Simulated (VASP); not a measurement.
# BO (P6_3/mmc) in VASP: single point with PBE

Aim: the single point of BO with PBE.

Everything below comes from runs of VASP 6.6.1. Logs are shortened: lines on timing, memory, paths and dates and some standing lists are left out, and cuts for length are marked.

### Step 1. The cell of the first run

It takes space group P6_3/mmc (No. 194, hexagonal). Conventional cell: a = 2.527 Å, b = 2.527 Å, c = 7.290 Å, α = 90.00°, β = 90.00°, γ = 120.00°. Within 1.9 Å of B (site symmetry -6m2) lie 3 O at 1.46 Å. O (site symmetry -6m2) has 3 B at 1.46 Å within 1.9 Å.

### Step 2. Single point, PBE

INCAR reads:

```
PREC = Accurate
ENCUT = 520
EDIFF = 1E-7
ISMEAR = 0
SIGMA = 0.1
LREAL = False
LASPH = True
NELM = 60
ALGO = Normal
ISIF = 2
LWAVE = False
LCHARG = True
GGA = PE
LELF = True
LVHAR = True
NBANDS = 17
```

KPOINTS reads:

```
Automatic mesh
0
Gamma
  24 24 6
```

POSCAR reads:

```
BO
1.0
    2.5273005886      0.0000000000      0.0000000000
   -1.2636502943      2.1887065127      0.0000000000
    0.0000000000      0.0000000000      7.2895878262
B O
2 2
Direct
    0.3333333333      0.6666666667      0.2500000000
    0.6666666667      0.3333333333      0.7500000000
    0.3333333333      0.6666666667      0.7500000000
    0.6666666667      0.3333333333      0.2500000000
```

Potentials or basis: VASP PAW PBE potentials, release 64 (B, O).

Run with:

```sh
cat potpaw_PBE.64/B/POTCAR potpaw_PBE.64/O/POTCAR > POTCAR
mpirun -np 1 vasp_std > vasp.out
```

OUTCAR:

```text
PREC = Accurate
   ENCUT = 520
   EDIFF = 1E-7
   ISMEAR = 0
   LREAL = False
   LASPH = True
   NELM = 60
   ISIF = 2
   GGA = PE

 ion  position               nearest neighbor table
   1  0.333  0.667  0.250-   4 1.46   4 1.46   4 1.46
   2  0.667  0.333  0.750-   3 1.46   3 1.46   3 1.46
   3  0.333  0.667  0.750-   2 1.46   2 1.46   2 1.46
   4  0.667  0.333  0.250-   1 1.46   1 1.46   1 1.46

  LATTYP: Found a hexagonal cell.
 ALAT       =     2.5273005886
 C/A-ratio  =     2.8843374860

  Lattice vectors:

 A1 = (   2.5273005886,   0.0000000000,   0.0000000000)
 A2 = (  -1.2636502943,   2.1887065127,   0.0000000000)
 A3 = (   0.0000000000,   0.0000000000,   7.2895878262)

Analysis of symmetry for initial positions (statically):
=====================================================================
 Subroutine PRICEL returns:
 Original cell was already a primitive cell.

 Routine SETGRP: Setting up the symmetry group for a
 hexagonal supercell.

 Subroutine GETGRP returns: Found 24 space group operations
 (whereof 12 operations were pure point group operations)
 out of a pool of 24 trial point group operations.

The static configuration has the point symmetry D_3d.
 The point group associated with its full space group is D_6h.

Analysis of symmetry for dynamics (positions and initial velocities):
=====================================================================
 Subroutine PRICEL returns:
 Original cell was already a primitive cell.

 Routine SETGRP: Setting up the symmetry group for a
 hexagonal supercell.

 Subroutine GETGRP returns: Found 24 space group operations
 (whereof 12 operations were pure point group operations)
 out of a pool of 24 trial point group operations.

The dynamic configuration has the point symmetry D_3d.
 The point group associated with its full space group is D_6h.

 Subroutine INISYM returns: Found 24 space group operations
 (whereof 12 operations are pure point group operations),
 and found     1 'primitive' translations

----------------------------------------------------------------------------------------

                                     Primitive cell

  volume of cell :      40.3225

  direct lattice vectors                    reciprocal lattice vectors
     2.527300589  0.000000000  0.000000000     0.395679091  0.228445430  0.000000000
    -1.263650294  2.188706513  0.000000000     0.000000000  0.456890860  0.000000000
     0.000000000  0.000000000  7.289587826     0.000000000  0.000000000  0.137181967

  length of vectors
     2.527300589  2.527300589  7.289587826     0.456890860  0.456890860  0.137181967

  position of ions in fractional coordinates (direct lattice)
     0.333333333  0.666666667  0.250000000
     0.666666667  0.333333333  0.750000000
     0.333333333  0.666666667  0.750000000
     0.666666667  0.333333333  0.250000000

  ion indices of the primitive-cell ions
   primitive index   ion index
                 1           1
                 2           2
                 3           3
                 4           4

----------------------------------------------------------------------------------------

 KPOINTS: Automatic mesh

Automatic generation of k-mesh.
 Grid dimensions read from file:
 generate k-points for:   24   24    6

 Generating k-lattice:

  Cartesian coordinates                     Fractional coordinates (reciprocal lattice)
     0.016486629  0.009518560  0.000000000     0.041666667  0.000000000  0.000000000
     0.000000000  0.019037119  0.000000000     0.000000000  0.041666667  0.000000000
     0.000000000  0.000000000  0.022863661     0.000000000  0.000000000  0.166666667

  Length of vectors
     0.019037119  0.019037119  0.022863661

  Shift w.r.t. Gamma in fractional coordinates (k-lattice)
     0.000000000  0.000000000  0.000000000

 Subroutine IBZKPT returns following result:
 ===========================================

 Found    244 irreducible k-points:

 Following reciprocal coordinates:
            Coordinates               Weight
  0.000000  0.000000  0.000000      1.000000
  0.041667 -0.000000  0.000000      6.000000
  0.083333 -0.000000  0.000000      6.000000
  0.125000  0.000000  0.000000      6.000000
  0.166667  0.000000  0.000000      6.000000
  0.208333  0.000000  0.000000      6.000000
[... 16 lines left out ...]
  0.416667  0.041667  0.000000     12.000000
  0.458333  0.041667  0.000000     12.000000
 [... further k-points ...]
   k-points           NKPTS =    244   k-points in BZ     NKDIM =    244   number of bands    NBANDS=     17
   number of dos      NEDOS =    301   number of ions     NIONS =      4
   total plane-waves  NPLWV =  21600
   dimension x,y,z NGX =    20 NGY =   20 NGZ =   54
   dimension x,y,z NGXF=    40 NGYF=   40 NGZF=  108
   ions per type =               2   2
   NGX,Y,Z   is equivalent  to a cutoff of  13.16, 13.16, 12.32 a.u.
   NGXF,Y,Z  is equivalent  to a cutoff of  26.31, 26.31, 24.63 a.u.
 SYSTEM =  unknown system
   PREC   = accura    normal or accurate (medium, high low for compatibility)
   ISTART =      0    job   : 0-new  1-cont  2-samecut
   ICHARG =      2    charge: 1-file 2-atom 10-const
   ISPIN  =      1    spin polarized calculation?
   LNONCOLLINEAR =      F non collinear calculations
   LSORBIT =      F    spin-orbit coupling
   LASPH  =      T    aspherical Exc in radial PAW
   ENCUT  =  520.0 eV  38.22 Ry    6.18 a.u.   4.70  4.70 13.55*2*pi/ulx,y,z
   NELM   =     60;   NELMIN=  2; NELMDL= -5     # of ELM steps
   EDIFF  = 0.1E-06   stopping-criterion for ELM
   LREAL  =      F    real-space projection
   EDIFFG = 0.1E-05   stopping-criterion for IOM
   NSW    =      0    number of steps for IOM
   IBRION =     -1    ionic relax: 0-MD 1-quasi-New 2-CG
   NFREE  =      0    steps in history (QN), initial steepest desc. (CG)
   ISIF   =      2    stress and relaxation
   ISYM   =      2    0-nonsym 1-usesym 2-fastsym
   POTIM  = 0.5000    time-step for ionic-motion
   TEBEG  =    0.0;   TEEND  =   0.0 temperature during run
   PSTRESS=    0.0 pullay stress
   NELECT =      18.0000    total number of electrons
   NUPDOWN=      -1.0000    fix difference up-down
   EMIN   =  10.00;   EMAX   =-10.00  energy-range for DOS
   EFERMI =   0.00;   METHOD = LEGACY
   ISMEAR =     0;   SIGMA  =   0.10  broadening in eV -4-tet -1-fermi 0-gaus
   EFERMI_NEDOS =   21; number of points for ismear=-14 and -15
   IALGO  =     38    algorithm
   IMIX   =      4    mixing-type and parameters
     AMIX     =   0.40;   BMIX     =  1.00
     AMIX_MAG =   1.60;   BMIX_MAG =  1.00
  volume/ion in A,a.u.               =      10.08        68.03
  Fermi-wavevector in a.u.,A,eV,Ry     =   1.251171  2.364370 21.298939  1.565428
  Thomas-Fermi vector in A             =   2.385131
   LORBIT       =      0    0 simple, 1 ext, 2 COOP (PROOUT), +10 PAW based schemes
   GGA     = PE    functional components
   LHFCALC =     F    Hartree Fock is set to
   AEXX    =    0.0000 exact exchange contribution
   IVDW    =     0    specifies the selected vdW correction
   LEPSILON=     F    determine dielectric tensor
   LRPA    =     F    only Hartree local field effects (RPA)
 non-spin polarized calculation
 Gauss-broadening in eV      SIGMA  =   0.10
  energy-cutoff  :      520.00
  volume of cell :       40.32
 maximum number of plane-waves:      1119
 NGX is ok and might be reduce to    20
   NGX =  9   NGY =  9   NGZ = 27

 number of electron      17.9999989 magnetization

 Free energy of the ion-electron system (eV)
  ---------------------------------------------------
  ext. energy  EPLUGINS =         0.00000000
  ---------------------------------------------------
  free energy    TOTEN  =       -24.73793248 eV

  energy without entropy =      -24.72786229  energy(sigma->0) =      -24.73289739

 E-fermi :   6.0210     XC(G=0):  -9.7368

 val. band max:        6.0122386630   @ k =   0.2500   0.2083   0.1667
 cond. band min:       6.0385675565   @ k =   0.3750   0.0833   0.1667
 fundamental gap:      0.0263288936
 Fermi energy:         6.0209869165

 k-point     1 :       0.0000    0.0000    0.0000
  band No.  band energies     occupation
      1     -21.6636      2.00000
      2     -21.6102      2.00000
      3      -6.0839      2.00000
      4      -5.2613      2.00000
      5      -4.2936      2.00000
      6      -4.2936      2.00000
[... 9 lines left out ...]
     16      11.3052      0.00000
     17      11.8839      0.00000

 k-point     2 :       0.0417   -0.0000    0.0000
  band No.  band energies     occupation
      1     -21.6396      2.00000
      2     -21.5865      2.00000
      3      -6.0462      2.00000
      4      -5.2277      2.00000
      5      -4.4101      2.00000
      6      -4.4060      2.00000
[... 9 lines left out ...]
     16      11.4188      0.00000
     17      12.0443      0.00000

 k-point     3 :       0.0833   -0.0000    0.0000
  band No.  band energies     occupation
      1     -21.5682      2.00000
      2     -21.5161      2.00000
      3      -5.9340      2.00000
      4      -5.1277      2.00000
      5      -4.7463      2.00000
      6      -4.7417      2.00000
[... 9 lines left out ...]
     16      11.7525      0.00000
     17      12.4052      0.00000

 k-point     4 :       0.1250    0.0000    0.0000
  band No.  band energies     occupation
      1     -21.4517      2.00000
      2     -21.4012      2.00000
      3      -5.7497      2.00000
      4      -5.2596      2.00000
      5      -5.2478      2.00000
      6      -4.9641      2.00000
[... 9 lines left out ...]
     16      12.2861      0.00000
     17      12.8778      0.00000
[... 343 lines left out ...]
      1     -20.0811      2.00000
      2     -20.0584      2.00000
      3      -9.3920      2.00000
      4      -9.3675      2.00000
      5      -6.2058      2.00000
      6      -6.1917      2.00000
[... 9 lines left out ...]
     16      16.7615      0.00000
     17      17.9061      0.00000

 k-point    23 :       0.4167    0.0417    0.0000
  band No.  band energies     occupation
      1     -19.9293      2.00000
      2     -19.9125      2.00000
      3      -9.7332      2.00000
      4      -9.7079      2.00000
      5      -6.3167      2.00000
      6      -6.3023      2.00000
[... 9 lines left out ...]
     16      17.1974      0.00000
     17      17.5280      0.00000

 k-point    24 :       0.4583    0.0417    0.0000
  band No.  band energies     occupation
      1     -19.8468      2.00000
      2     -19.8346      2.00000
      3      -9.9109      2.00000
      4      -9.8852      2.00000
      5      -6.3731      2.00000
      6      -6.3586      2.00000
[... 9 lines left out ...]
     16      17.3159      0.00000
     17      17.3959      0.00000

 [... further k-points ...]
[... 5 lines left out ...]
  --------------------------------------------------------------------------------------
  -------------------------------------------------------------------------------------
  Total        0.0629908      0.0629908     -0.0523697      0.0000000      0.0000000      0.0000000
  in kB        2.5028798      2.5028798     -2.0808633      0.0000000      0.0000000      0.0000000
  external PRESSURE =       0.9749655 kB  Pullay stress =       0.0000000 kB

 VOLUME and BASIS-vectors are now :
 -----------------------------------------------------------------------------
  energy-cutoff  :      520.00
  volume of cell :       40.32
      direct lattice vectors                 reciprocal lattice vectors
     2.527300589  0.000000000  0.000000000     0.395679091  0.228445430  0.000000000
    -1.263650294  2.188706513  0.000000000     0.000000000  0.456890860  0.000000000
     0.000000000  0.000000000  7.289587826     0.000000000  0.000000000  0.137181967

 POSITION                                       TOTAL-FORCE (eV/Angst)
 -----------------------------------------------------------------------------------
     -0.00000      1.45914      1.82240        -0.000000      0.000000      0.000000
      1.26365      0.72957      5.46719         0.000000      0.000000      0.000000
     -0.00000      1.45914      5.46719         0.000000      0.000000      0.000000
      1.26365      0.72957      1.82240        -0.000000     -0.000000      0.000000
 -----------------------------------------------------------------------------------
    total drift:                                0.000000     -0.000000      0.000000

  FREE ENERGIE OF THE ION-ELECTRON SYSTEM (eV)
  ---------------------------------------------------
  free  energy   TOTEN  =       -24.7379324823 eV

  energy  without entropy=      -24.7278622946  energy(sigma->0) =      -24.73289739
```

It took 2.6 min on 1 thread of Intel Xeon Platinum 8488C (Sapphire Rapids), shared host; peak memory 0.25 GiB.

Results:

```yaml
Free_energy: -24.7379 eV
Pressure: 0.1 GPa
Band_gap_on_the_k_mesh: zero (bands 9 and 10 overlap by 1.54 eV)
```

Caveat: this functional lacks dispersion, which binds layers or chains, so the pressure and a relaxed spacing across them are unreliable.

The gap in the log of VASP goes by the Fermi energy; the results here count the filled bands.